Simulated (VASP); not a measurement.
**CdTe: single point with r2SCAN**

Crystal: CdTe.

```
Cd Te
1.0
     3.24510    3.24510    0.00000
    -3.24510    3.24510    0.00000
     0.00000    3.24510    3.32352
Cd Te
1 1
Cartesian
  0.0000 0.0000 0.0000
  1.6225 4.8676 1.6618
```

This cell differs from its parent crystal: in-plane strain -0.01, then relaxed in part.

```json
{
  "Program": "VASP 6.6.1",
  "Task": "single point",
  "Functional": "r2SCAN",
  "Potentials or basis": "VASP PAW PBE potentials, release 64 (Cd, Te)",
  "Cutoff": "550 eV",
  "k mesh": "6 × 6 × 6",
  "Occupations": "gaussian, width 0.01 eV",
  "Spin": "no spin polarisation"
}
```

```yaml
Pressure: 0.4 GPa
Band_gap_on_the_k_mesh: 1.15 eV
```

Stress tensor (GPa, compression positive):
```
0.52 0.00 0.00
0.00 0.52 0.00
0.00 0.00 0.10
```

Levels at points of the mesh, in eV from the valence-band top:
```tsv
k point	band 7	band 8	band 9	band 10	band 11	band 12
(0.00, 0.00, 0.00)	-0.08	0.00	0.00	1.15	5.02	5.02
(0.50, 0.00, 0.00)	-4.36	-0.83	-0.72	2.17	5.51	5.64
(0.50, 0.50, 0.00)	-4.20	-1.89	-1.86	2.88	2.90	9.32
(0.00, 0.00, 0.50)	-4.32	-1.77	-1.77	2.98	3.08	9.15
```

Run time: 120 s on 1 thread of AMD EPYC 9R45 96-Core Processor (Zen 5) (shared host), peak memory 0.2 GiB.

Caveat: the cell differs from its parent crystal (in-plane strain -0.01, then relaxed in part); the PAW data sets were made with another functional, which shifts forces and pressure a little; spin-orbit coupling is left out, which moves the levels of the heavy elements.
